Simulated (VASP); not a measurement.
A run of VASP 6.6.1 is set up as follows.

File POSCAR:

```
TaN
1.0
    3.0500020400      0.0000000000      0.0000000000
   -1.5250010200      2.6413792500      0.0000000000
    0.0000000000      0.0000000000      4.9400015300
Ta N
2 2
Direct
    0.3333333333      0.6666666667      0.0000000000
    0.6666666667      0.3333333333      0.5000000000
    0.3333333333      0.6666666667      0.3850000000
    0.6666666667      0.3333333333      0.8850000000
```

Contents of INCAR.step1:

```
ALGO     = Normal         # electronic algorithm
EDIFF    = 1E-4           # SCF threshold, eV
ENCUT    = 600            # plane-wave cutoff, eV
GGA      = PE             # functional
ISMEAR   = -1             # smearing method
LASPH    = T              # aspherical terms in the spheres
LCHARG   = F              # write CHGCAR
LREAL    = F              # projectors in reciprocal space
LWAVE    = T              # write WAVECAR
NELM     = 80             # most SCF steps
PREC     = Accurate       # precision mode
SIGMA    = 0.05           # smearing width, eV
```

File INCAR.step2:

```
ALGO     = Normal         # electronic algorithm
EDIFF    = 1E-7           # SCF threshold, eV
EDIFFG   = -0.01          # ionic threshold
ENCUT    = 600            # plane-wave cutoff, eV
IBRION   = 2              # ionic algorithm
ISIF     = 3              # what is computed and relaxed
ISMEAR   = -1             # smearing method
ISTART   = 1            
LASPH    = T              # aspherical terms in the spheres
LCHARG   = F              # write CHGCAR
LMIXTAU  = T            
LREAL    = F              # projectors in reciprocal space
LWAVE    = F              # write WAVECAR
METAGGA  = R2SCAN         # meta-GGA
NELM     = 80             # most SCF steps
NSW      = 60             # ionic steps
PREC     = Accurate       # precision mode
SIGMA    = 0.05           # smearing width, eV
```

The input KPOINTS:

```
k-points
0
Gamma
  10 10 6
```

Potentials or basis: VASP PAW PBE potentials, release 64 (Ta_pv, N).

Launch:

```console
$ cat potpaw_PBE.64/Ta_pv/POTCAR potpaw_PBE.64/N/POTCAR > POTCAR
$ cp INCAR.step1 INCAR
$ mpirun -np 1 vasp_std > vasp.out
$ cp INCAR.step2 INCAR
$ mpirun -np 1 vasp_std > vasp.out
```

What does it give for the band gap on the k mesh?

Zero (band 16 reaches 6.74 eV, above the bottom of band 17 at 6.41 eV).

Predict the relaxed volume.

12.99 Å³/atom.

Estimate the relaxed cell.

a = 3.144 Å, b = 3.144 Å, c = 6.070 Å, α = 90.00°, β = 90.00°, γ = 120.00°.

Stress tensor (GPa, compression positive):
```
 0.04  0.00  0.00
 0.00  0.04  0.00
 0.00  0.00 -0.04
```

Caveat: the volume moved by over 15 % at a fixed basis, so the end points are rough; the PAW data sets were made with another functional, which shifts forces and pressure a little; spin-orbit coupling is left out, which moves the levels of the heavy elements; the volume moved by +31 % from the deposited cell, more than functionals usually miss. Zero-point motion and thermal expansion aren't in these numbers.
